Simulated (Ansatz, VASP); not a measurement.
Mo in VASP and in Ansatz

```
Mo
1.0
    -2.74882    0.00000    0.00000
    -1.37441   -2.38055    0.00000
     0.00000    0.00000   12.13560
Mo
4
Direct
  0.00000 0.00000 0.73080
  0.00000 0.00000 0.10440
  0.00000 0.00000 0.31320
  0.00000 0.00000 0.52200
```

Alike in both runs: task single point; functional r2SCAN; k mesh 24 × 24 × 6; occupations gaussian, width 0.15 eV; no spin polarisation.

|  | VASP | Ansatz |
| --- | --- | --- |
| version | VASP 6.6.1 | Ansatz 0.2.0 |
| potentials or method | VASP PAW PBE potentials, release 64 (Mo_sv), cutoff 520 eV | scalar-relativistic, plane waves, PAW |
| valence electrons in the cell | 56 | 56 |

```csv
,VASP,Ansatz,Ansatz less VASP
gap on the k mesh at the Fermi level (eV),none,none,-
pressure (GPa),-3.7,-4.5,-0.75
"traceless stress, the component that is largest in VASP (GPa)",-0.21,-0.24,-0.034
rms of the force components (eV/Å),0.291,0.289,-0.0016
```

VASP's potentials were made for PBE, not for r2SCAN. Atom by atom the forces differ by 0.019 eV/Å (rms over components). A gap of «none» marks a metal or a gap that the smearing closes.
